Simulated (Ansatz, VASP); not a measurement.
# SrCl2: VASP beside Ansatz

POSCAR

```
SrCl2
1.0
    0.0000000000      3.4976509443      3.4976509443
    3.4976509443      0.0000000000      3.4976509443
    3.4976509443      3.4976509443      0.0000000000
Sr Cl
1 2
Direct
    0.0000000000      0.0000000000      0.0000000000
    0.2500000000      0.2500000000      0.2500000000
    0.7500000000      0.7500000000      0.7500000000
```

INCAR.step1

```
ALGO = Normal
EDIFF = 1E-5
ENCUT = 520
GGA = PE
ISIF = 2
ISMEAR = 0
LASPH = T
LREAL = F
LWAVE = T
NBANDS = 19
NELM = 80
PREC = Accurate
SIGMA = 0.01
```

File INCAR.step2:

```
AEXX = 0.1
ALGO = Normal
EDIFF = 1E-6
ENCUT = 520
GGA = PE
ISIF = 2
ISMEAR = 0
ISTART = 1
LASPH = T
LCHARG = T
LELF = T
LHFCALC = T
LREAL = F
LVHAR = T
LWAVE = F
NBANDS = 19
NELM = 80
PREC = Accurate
PRECFOCK = Normal
SIGMA = 0.01
```

File KPOINTS:

```
k-points
0
Gamma
  4 4 4
```

Input for Ansatz:

```yaml
crystal:
  lattice:
    - [0.0, 3.4976509443, 3.4976509443]
    - [3.4976509443, 0.0, 3.4976509443]
    - [3.4976509443, 3.4976509443, 0.0]
  atoms:
    - { symbol: Sr, position: [0.0, 0.0, 0.0] }
    - { symbol: Cl, position: [0.25, 0.25, 0.25] }
    - { symbol: Cl, position: [0.75, 0.75, 0.75] }
kpoints:
  mp_grid: { grid: [4, 4, 4] }
hamiltonian:
  xc: { exchange: pbe, correlation: pbe, exx: { coeff: 0.1 } }
scf:
  occupations: { method: fixed }
  n_extra_bands: 4
output:
  forces: true
  stress: true
  eigenvalues: true
```

Alike in both runs: task single point; functional PBE-based global hybrid; k mesh 4 × 4 × 4; no spin polarisation.

```csv
,VASP,Ansatz
version,VASP 6.6.1,Ansatz 0.2.0
potentials or method,"VASP PAW PBE potentials, release 64 (Sr_sv, Cl)",plane waves
plane-wave cutoff (eV),520,420
occupations,"gaussian, width 0.01 eV",fixed
valence electrons in the cell,24,24
```

```tsv
	VASP	Ansatz	Ansatz less VASP
gap on the k mesh at the Fermi level (eV)	6.11	6.11	0.000
pressure (GPa)	0.5	0.5	-0.05
```

VASP's potentials were made for PBE, not for PBE-based global hybrid. Ansatz's warnings: stress exchange threshold loose, stress scf threshold loose.
